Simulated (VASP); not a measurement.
Ta3N:

```
Ta N
1.0
     2.99899    0.00000    0.00000
    -1.49949    2.59720    0.00000
     0.00000    0.00000    7.45504
Ta N
3 1
Direct
  0.66667 0.33333 0.82734
  0.33333 0.66667 0.17266
  0.00000 0.00000 0.50000
  0.00000 0.00000 0.00000
```

Base run:

```yaml
Program: VASP 6.6.1
Functional: PBEsol
Potentials_or_basis: VASP PAW PBE potentials, release 64 (Ta_pv, N)
Cutoff: 520 eV
k_mesh: 10 × 10 × 4
Occupations: fermi-dirac, width 0.05 eV
Spin: no spin polarisation
```

Its results: band gap on the k mesh zero (band 19 reaches 7.22 eV, above the bottom of band 20 at 6.51 eV); pressure 0.4 GPa; largest force 0.059 eV/Å.

**Question.** The run is repeated on the same cell with these changes: potentials or basis from VASP PAW PBE potentials, release 64 (Ta_pv, N) to VASP PAW PBE potentials, release 64 (Ta_sv_GW, N); cutoff from 520 eV to 600 eV; further incar settings from ALGO = Normal; EDIFF = 1e-07; NBANDS = 27 to ALGO = Normal; EDIFF = 1e-06; NBANDS = 30; valence electrons from 38 to 44. What comes out?

**Answer.** Band gap on the k mesh zero (band 22 reaches 11.89 eV, above the bottom of band 23 at 11.18 eV); pressure -0.1 GPa; largest force 0.041 eV/Å.

Caveats: the PAW data sets were made with another functional, which shifts forces and pressure a little; spin-orbit coupling is left out, which moves the levels of the heavy elements.
